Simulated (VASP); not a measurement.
Here is a VASP 6.6.1 calculation.

File INCAR:

```
PREC = Accurate
ENCUT = 520
EDIFF = 1E-8
ISMEAR = -1
SIGMA = 0.05
LREAL = F
LASPH = T
NELM = 60
ALGO = Normal
ISIF = 2
LWAVE = F
LCHARG = F
GGA = PE
LEFG = T
NBANDS = 12
```

File KPOINTS:

```
regular mesh
0
Gamma
  13 13 13
```

Contents of POSCAR:

```
As
1.0
    1.8797494575      1.0852738553      3.4857700000
   -1.8797494575      1.0852738553      3.4857700000
    0.0000000000     -2.1705477106      3.4857700000
As
2
Direct
    0.2275400000      0.2275400000      0.2275400000
    0.7724600000      0.7724600000      0.7724600000
```

Potentials or basis: VASP PAW PBE potentials, release 64 (As).

Run with:

```sh
$ cat potpaw_PBE.64/As/POTCAR > POTCAR
$ mpirun -np 1 vasp_std > vasp.out
```

**Question.** Estimate the pressure.

**Answer.** 3.9 GPa.

**Question.** Estimate the largest force.

**Answer.** 0.283 eV/Å.

Electric field gradients, principal values (V/Å²):
| atom | least | middle | greatest (by size) |
| --- | --- | --- | --- |
| 1 As | 24.181 | 24.181 | -48.362 |
| 2 As | 24.181 | 24.181 | -48.362 |

Caveat: the cell stands under pressure; without QUAD_EFG the Cq values of the log hold for a quadrupole moment of 1 mb, not for the nuclei.
